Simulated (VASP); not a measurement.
# Sn (Immm) in VASP: single point with PBEsol+D3(BJ)

Aim: the single point of Sn with PBEsol+D3(BJ).

Everything below comes from runs of VASP 6.6.1. Logs are shortened: lines on timing, memory, paths and dates and some standing lists are left out, and cuts for length are marked.

### 1 The cell of the first run

It takes space group Immm (No. 71, orthorhombic). The conventional cell has a = 3.453 Å, b = 3.551 Å, c = 4.864 Å, α = 90.00°, β = 90.00°, γ = 90.00°. Sn (site symmetry mmm) has 12 Sn at 3.45 to 3.55 Å within 4.5 Å.

### 2 Single point, PBEsol+D3(BJ) (strain +0.000 along x and y, +0.040 along z)

INCAR reads:

```
PREC = Accurate
ENCUT = 520
EDIFF = 1E-7
ISMEAR = 0
SIGMA = 0.15
LREAL = False
LASPH = True
NELM = 100
ALGO = Fast
ISIF = 2
LWAVE = False
LCHARG = False
GGA = PS
IVDW = 12
NBANDS = 13
```

KPOINTS reads:

```
regular mesh
0
Gamma
  20 20 20
```

POSCAR reads:

```
Sn
1.0
   -1.7265390000      1.7755470000      2.4318756800
    1.7265390000     -1.7755470000      2.4318756800
    1.7265390000      1.7755470000     -2.4318756800
Sn
1
Direct
    0.0000000000      0.0000000000      0.0000000000
```

Potentials or basis: VASP PAW PBE potentials, release 64 (Sn_d).

The run is started by

```sh
$ cat potpaw_PBE.64/Sn_d/POTCAR > POTCAR
$ mpirun -np 1 vasp_std > vasp.out
```

OUTCAR:

```text
PREC = Accurate
   ENCUT = 520
   EDIFF = 1E-7
   ISMEAR = 0
   LREAL = False
   LASPH = True
   NELM = 100
   ISIF = 2
   GGA = PS
   IVDW = 12
 IVDW          = 12

 ion  position               nearest neighbor table
   1  0.000  0.000  0.000-

  LATTYP: Found a body centered orthorhombic cell.
 ALAT       =     3.4530780000
 B/A-ratio  =     1.0283851103
 C/A-ratio  =     1.4085263524

  Lattice vectors:

 A1 = (  -1.7265390000,   1.7755470000,   2.4318756800)
 A2 = (   1.7265390000,  -1.7755470000,   2.4318756800)
 A3 = (   1.7265390000,   1.7755470000,  -2.4318756800)

Analysis of symmetry for initial positions (statically):
=====================================================================
 Subroutine PRICEL returns:
 Original cell was already a primitive cell.

 Routine SETGRP: Setting up the symmetry group for a
 body centered orthorhombic supercell.

 Subroutine GETGRP returns: Found  8 space group operations
 (whereof  8 operations were pure point group operations)
 out of a pool of  8 trial point group operations.

The static configuration has the point symmetry D_2h.

Analysis of symmetry for dynamics (positions and initial velocities):
=====================================================================
 Subroutine PRICEL returns:
 Original cell was already a primitive cell.

 Routine SETGRP: Setting up the symmetry group for a
 body centered orthorhombic supercell.

 Subroutine GETGRP returns: Found  8 space group operations
 (whereof  8 operations were pure point group operations)
 out of a pool of  8 trial point group operations.

The dynamic configuration has the point symmetry D_2h.

 Subroutine INISYM returns: Found  8 space group operations
 (whereof  8 operations are pure point group operations),
 and found     1 'primitive' translations

----------------------------------------------------------------------------------------

                                     Primitive cell

  volume of cell :      29.8202

  direct lattice vectors                    reciprocal lattice vectors
    -1.726539000  1.775547000  2.431875680     0.000000000  0.281603359  0.205602615
     1.726539000 -1.775547000  2.431875680     0.289596702  0.000000000  0.205602615
     1.726539000  1.775547000 -2.431875680     0.289596702  0.281603359  0.000000000

  length of vectors
     3.470954248  3.470954248  3.470954248     0.348673038  0.355160084  0.403938983

  position of ions in fractional coordinates (direct lattice)
     0.000000000  0.000000000  0.000000000

  ion indices of the primitive-cell ions
   primitive index   ion index
                 1           1

----------------------------------------------------------------------------------------

 KPOINTS: regular mesh

Automatic generation of k-mesh.
 Grid dimensions read from file:
 generate k-points for:   20   20   20

 Generating k-lattice:

  Cartesian coordinates                     Fractional coordinates (reciprocal lattice)
     0.000000000  0.014080168  0.010280131     0.050000000  0.000000000  0.000000000
     0.014479835  0.000000000  0.010280131     0.000000000  0.050000000 -0.000000000
     0.014479835  0.014080168  0.000000000     0.000000000 -0.000000000  0.050000000

  Length of vectors
     0.017433652  0.017758004  0.020196949

  Shift w.r.t. Gamma in fractional coordinates (k-lattice)
     0.000000000  0.000000000  0.000000000

 Subroutine IBZKPT returns following result:
 ===========================================

 Found   1166 irreducible k-points:

 Following reciprocal coordinates:
            Coordinates               Weight
  0.000000  0.000000  0.000000      1.000000
  0.050000  0.000000  0.000000      4.000000
  0.100000  0.000000 -0.000000      4.000000
  0.150000  0.000000  0.000000      4.000000
  0.200000  0.000000 -0.000000      4.000000
  0.250000  0.000000 -0.000000      4.000000
[... 16 lines left out ...]
 -0.450000  0.050000  0.000000      8.000000
 -0.400000  0.050000  0.000000      8.000000
 [... further k-points ...]
   k-points           NKPTS =   1166   k-points in BZ     NKDIM =   1166   number of bands    NBANDS=     13
   number of dos      NEDOS =    301   number of ions     NIONS =      1
   total plane-waves  NPLWV =  21952
   dimension x,y,z NGX =    28 NGY =   28 NGZ =   28
   dimension x,y,z NGXF=    56 NGYF=   56 NGZF=   56
   ions per type =               1
   NGX,Y,Z   is equivalent  to a cutoff of  13.41, 13.41, 13.41 a.u.
   NGXF,Y,Z  is equivalent  to a cutoff of  26.82, 26.82, 26.82 a.u.
 SYSTEM =  unknown system
   PREC   = accura    normal or accurate (medium, high low for compatibility)
   ISTART =      0    job   : 0-new  1-cont  2-samecut
   ICHARG =      2    charge: 1-file 2-atom 10-const
   ISPIN  =      1    spin polarized calculation?
   LNONCOLLINEAR =      F non collinear calculations
   LSORBIT =      F    spin-orbit coupling
   LASPH  =      T    aspherical Exc in radial PAW
   ENCUT  =  520.0 eV  38.22 Ry    6.18 a.u.   6.45  6.45  6.45*2*pi/ulx,y,z
   NELM   =    100;   NELMIN=  2; NELMDL= -5     # of ELM steps
   EDIFF  = 0.1E-06   stopping-criterion for ELM
   LREAL  =      F    real-space projection
   EDIFFG = 0.1E-05   stopping-criterion for IOM
   NSW    =      0    number of steps for IOM
   IBRION =     -1    ionic relax: 0-MD 1-quasi-New 2-CG
   NFREE  =      0    steps in history (QN), initial steepest desc. (CG)
   ISIF   =      2    stress and relaxation
   ISYM   =      2    0-nonsym 1-usesym 2-fastsym
   POTIM  = 0.5000    time-step for ionic-motion
   TEBEG  =    0.0;   TEEND  =   0.0 temperature during run
   PSTRESS=    0.0 pullay stress
   NELECT =      14.0000    total number of electrons
   NUPDOWN=      -1.0000    fix difference up-down
   EMIN   =  10.00;   EMAX   =-10.00  energy-range for DOS
   EFERMI =   0.00;   METHOD = LEGACY
   ISMEAR =     0;   SIGMA  =   0.15  broadening in eV -4-tet -1-fermi 0-gaus
   EFERMI_NEDOS =   21; number of points for ismear=-14 and -15
   IALGO  =     68    algorithm
   IMIX   =      4    mixing-type and parameters
     AMIX     =   0.40;   BMIX     =  1.00
     AMIX_MAG =   1.60;   BMIX_MAG =  1.00
  volume/ion in A,a.u.               =      29.82       201.24
  Fermi-wavevector in a.u.,A,eV,Ry     =   1.272372  2.404435 22.026897  1.618931
  Thomas-Fermi vector in A             =   2.405254
   LORBIT       =      0    0 simple, 1 ext, 2 COOP (PROOUT), +10 PAW based schemes
   GGA     = PS    functional components
   LHFCALC =     F    Hartree Fock is set to
   AEXX    =    0.0000 exact exchange contribution
   IVDW    =    12    specifies the selected vdW correction
   LEPSILON=     F    determine dielectric tensor
   LRPA    =     F    only Hartree local field effects (RPA)
 non-spin polarized calculation
 RMM-DIIS sequential band-by-band and
 Gauss-broadening in eV      SIGMA  =   0.15
  energy-cutoff  :      520.00
  volume of cell :       29.82
 maximum number of plane-waves:       827
 NGX is ok and might be reduce to    28
   NGX = 13   NGY = 13   NGZ = 13

 number of electron      14.0000001 magnetization

 Free energy of the ion-electron system (eV)
  ---------------------------------------------------
  ext. energy  EPLUGINS =         0.00000000
  ---------------------------------------------------
  free energy    TOTEN  =        -4.17964260 eV

  energy without entropy =       -4.17344800  energy(sigma->0) =       -4.17654530

 E-fermi :   6.9337     XC(G=0): -10.0740

 val. band max:        6.9298525133   @ k =  -0.4500  -0.4500   0.0500
 cond. band min:       6.9351186139   @ k =   0.3500   0.3500   0.1500
 fundamental gap:      0.0052661007
 Fermi energy:         6.9336559494

 k-point     1 :       0.0000    0.0000    0.0000
  band No.  band energies     occupation
      1     -14.5171      2.00000
      2     -14.5046      2.00000
      3     -14.5039      2.00000
      4     -14.4555      2.00000
      5     -14.4454      2.00000
      6      -3.5995      2.00000
      7      13.5846      0.00000
      8      13.8056      0.00000
      9      14.1374      0.00000
     10      17.4461      0.00000
     11      17.8470      0.00000
     12      18.1688      0.00000
     13      18.5138      0.00000

 k-point     2 :       0.0500    0.0000    0.0000
  band No.  band energies     occupation
      1     -14.5162      2.00000
      2     -14.5034      2.00000
      3     -14.5031      2.00000
      4     -14.4553      2.00000
      5     -14.4454      2.00000
      6      -3.5530      2.00000
      7      13.0991      0.00000
      8      13.6827      0.00000
      9      14.0585      0.00000
     10      17.0240      0.00000
     11      18.1323      0.00000
     12      18.6388      0.00000
     13      18.9132      0.00000

 k-point     3 :       0.1000    0.0000   -0.0000
  band No.  band energies     occupation
      1     -14.5139      2.00000
      2     -14.5017      2.00000
      3     -14.4990      2.00000
      4     -14.4544      2.00000
      5     -14.4452      2.00000
      6      -3.4136      2.00000
      7      11.8816      0.00000
      8      13.5219      0.00000
      9      13.8500      0.00000
     10      16.7114      0.00000
     11      18.4467      0.00000
     12      18.9567      0.00000
     13      19.9341      0.00000
[... 305 lines left out ...]
 k-point    23 :      -0.4500    0.0500    0.0000
  band No.  band energies     occupation
      1     -14.5055      2.00000
      2     -14.5024      2.00000
      3     -14.4974      2.00000
      4     -14.4036      2.00000
      5     -14.3939      2.00000
      6      -0.3186      2.00000
      7       3.3895      2.00000
      8      11.9924      0.00000
      9      12.1310      0.00000
     10      15.9875      0.00000
     11      17.0211      0.00000
     12      17.7143      0.00000
     13      18.3105      0.00000

 k-point    24 :      -0.4000    0.0500    0.0000
  band No.  band energies     occupation
      1     -14.5054      2.00000
      2     -14.5010      2.00000
      3     -14.4957      2.00000
      4     -14.4108      2.00000
      5     -14.4008      2.00000
      6      -0.9277      2.00000
      7       4.3484      2.00000
      8      12.0927      0.00000
      9      12.2216      0.00000
     10      16.0093      0.00000
     11      17.1389      0.00000
     12      18.0177      0.00000
     13      18.5483      0.00000

 [... further k-points ...]

------------------------ aborting loop because EDIFF is reached ----------------------------------------

 Edisp (eV)   -0.35346

 E8    (eV) :    -0.2490

  FORCE on cell =-STRESS in cart. coord.  units (eV):
  Direction    XX          YY          ZZ          XY          YZ          ZX
  --------------------------------------------------------------------------------------
  -------------------------------------------------------------------------------------
  Total      -1.24506    -1.32371    -1.28806     0.00000     0.00000     0.00000
  in kB     -66.89445   -71.12012   -69.20513     0.00000     0.00000     0.00000
  external pressure =      -69.07 kB  Pullay stress =        0.00 kB

 VOLUME and BASIS-vectors are now :
 -----------------------------------------------------------------------------
  energy-cutoff  :      520.00
  volume of cell :       29.82
      direct lattice vectors                 reciprocal lattice vectors
    -1.726539000  1.775547000  2.431875680     0.000000000  0.281603359  0.205602615
     1.726539000 -1.775547000  2.431875680     0.289596702  0.000000000  0.205602615
     1.726539000  1.775547000 -2.431875680     0.289596702  0.281603359  0.000000000

 POSITION                                       TOTAL-FORCE (eV/Angst)
 -----------------------------------------------------------------------------------
      0.00000      0.00000      0.00000        -0.000000      0.000000      0.000000
 -----------------------------------------------------------------------------------
    total drift:                                0.000000     -0.000000     -0.000000

  FREE ENERGIE OF THE ION-ELECTRON SYSTEM (eV)
  ---------------------------------------------------
  free  energy   TOTEN  =        -4.5330980259 eV

  energy  without entropy=       -4.5269034265  energy(sigma->0) =       -4.53000073
```

Run time: 3.6 min. Hardware: 1 thread of Intel Xeon 6975P-C (Granite Rapids), shared host; peak memory 0.51 GiB.

What came out:

* Free energy: -4.5331 eV
* Pressure: -6.9 GPa
* Band gap on the k mesh: zero (band 7 reaches 13.58 eV, above the bottom of band 8 at 5.11 eV)
* Dispersion energy per atom: -0.353 eV

Levels at points of the mesh, in eV from the Fermi level:
```tsv
k point	band 3	band 4	band 5	band 6	band 7	band 8	band 9	band 10	band 11	band 12
(0.00, 0.00, 0.00)	-21.44	-21.39	-21.38	-10.53	6.65	6.87	7.20	10.51	10.91	11.24
(0.50, 0.00, 0.00)	-21.43	-21.33	-21.32	-6.83	-4.23	5.30	5.45	9.57	9.93	10.32
(0.00, 0.50, 0.00)	-21.43	-21.33	-21.32	-6.58	-4.17	4.88	5.25	9.13	9.77	9.79
(0.50, 0.50, 0.00)	-21.33	-21.31	-21.31	-5.12	-3.33	1.93	2.05	5.18	5.68	19.25
(0.50, 0.50, 0.50)	-21.33	-21.31	-21.31	-4.90	-3.19	1.46	2.09	4.82	5.64	19.27
```

Caveat: the cell differs from its parent crystal (strain +0.000 along x and y, +0.040 along z); the PAW data sets were made with another functional, which shifts forces and pressure a little; spin-orbit coupling is left out, which moves the levels of the heavy elements; pairwise dispersion overbinds metals, which lowers pressure and volume.
